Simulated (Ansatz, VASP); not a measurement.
Tl in VASP and in Ansatz

The input INCAR:

```
SYSTEM = Tl
ALGO = Fast ; EDIFF = 1E-6
ENCUT = 520 ; GGA = PS
ISIF = 2 ; ISMEAR = 0
LASPH = .TRUE. ; LCHARG = .FALSE.
LREAL = .FALSE. ; LWAVE = .FALSE.
NBANDS = 20 ; NELM = 60
PREC = Accurate ; SIGMA = 0.1
```

File KPOINTS:

```
k-points
0
G
  6 6 6
  0 0 0
```

File POSCAR:

```
Tl
1.0
   -3.0572746635      3.0572746635      1.6117366552
    3.0572746635     -3.0572746635      1.6117366552
    3.0572746635      3.0572746635     -1.6117366552
Tl
2
Direct
    0.7500000000      0.2500000000      0.5000000000
    0.0000000000      0.0000000000      0.0000000000
```

Input for Ansatz:

```yaml
crystal:
  lattice:
    - [-3.0572746635, 3.0572746635, 1.6117366552]
    - [3.0572746635, -3.0572746635, 1.6117366552]
    - [3.0572746635, 3.0572746635, -1.6117366552]
  atoms:
    - { symbol: Tl, position: [0.75, 0.25, 0.5] }
    - { symbol: Tl, position: [0.0, 0.0, 0.0] }
basis:
  ecutwfc: 420
kpoints:
  mp_grid: { grid: [6, 6, 6] }
hamiltonian:
  xc: pbesol
scf:
  occupations: { method: gaussian, width: 0.1 }
output:
  forces: true
  stress: true
  eigenvalues: true
```

Alike in both runs: task single point; functional PBEsol; k mesh 6 × 6 × 6; occupations gaussian, width 0.1 eV; no spin polarisation.

|  | VASP | Ansatz |
| --- | --- | --- |
| version | VASP 6.6.1 | Ansatz 0.2.0 |
| potentials or method | VASP PAW PBE potentials, release 64 (Tl_d), cutoff 520 eV | scalar-relativistic, plane waves, PAW |
| valence electrons in the cell | 26 | 26 |

VASP gave:

```
gap on the k mesh at the Fermi level (eV)                     : none
pressure (GPa)                                                : 0.1
traceless stress, the component that is largest in VASP (GPa) : 0.41
```

Question: Which values does Ansatz return?

Answer: gap on the k mesh at the Fermi level (eV): none; pressure (GPa): 0.2; traceless stress, the component that is largest in VASP (GPa): 0.42.

VASP's potentials were made for PBE, not for PBEsol. A gap of «none» marks a metal or a gap that the smearing closes.

The k mesh is coarse, so the values compare programs but aren't converged. Spin-orbit coupling is off throughout.
